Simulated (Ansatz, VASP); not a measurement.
Nb3CdB: VASP beside Ansatz

```
Nb Cd B
1.0
     4.40484    0.00000    0.00000
     0.00000    4.40484    0.00000
     0.00000    0.00000    4.40484
Nb Cd B
3 1 1
Direct
  0.00000 0.00000 0.50000
  0.50000 0.00000 0.00000
  0.00000 0.50000 0.00000
  0.50000 0.50000 0.50000
  0.00000 0.00000 0.00000
```

Change from the starting cell: species swapped into the KAgF3 type (Pm-3m, No. 221).

Alike in both runs: task relaxation of cell and atoms; functional PBE; k mesh 8 × 8 × 8; occupations gaussian, width 0.1 eV; no spin polarisation.

```csv
,VASP,Ansatz
version,VASP 6.6.1,Ansatz 0.2.0
potentials or method,"VASP PAW PBE potentials, release 64 (Nb_sv, Cd, B), cutoff 600 eV","scalar-relativistic, plane waves, PAW"
valence electrons in the cell,54,62
```

Ansatz gave:

```
gap on the k mesh at the Fermi level, each at its own relaxed structure (eV) : none
relaxed volume (Å³/atom)                                                     : 17.08
relaxed cell length with the largest relative difference (Å)                 : 4.403
```

Q: Which values does VASP return?

A: gap on the k mesh at the Fermi level, each at its own relaxed structure (eV): none; relaxed volume (Å³/atom): 17.06; relaxed cell length with the largest relative difference (Å): 4.402.

A gap of «none» marks a metal or a gap that the smearing closes. VASP's potentials hold 54 valence electrons a cell and Ansatz's 62, so a difference there can come from the potentials and not from the codes.
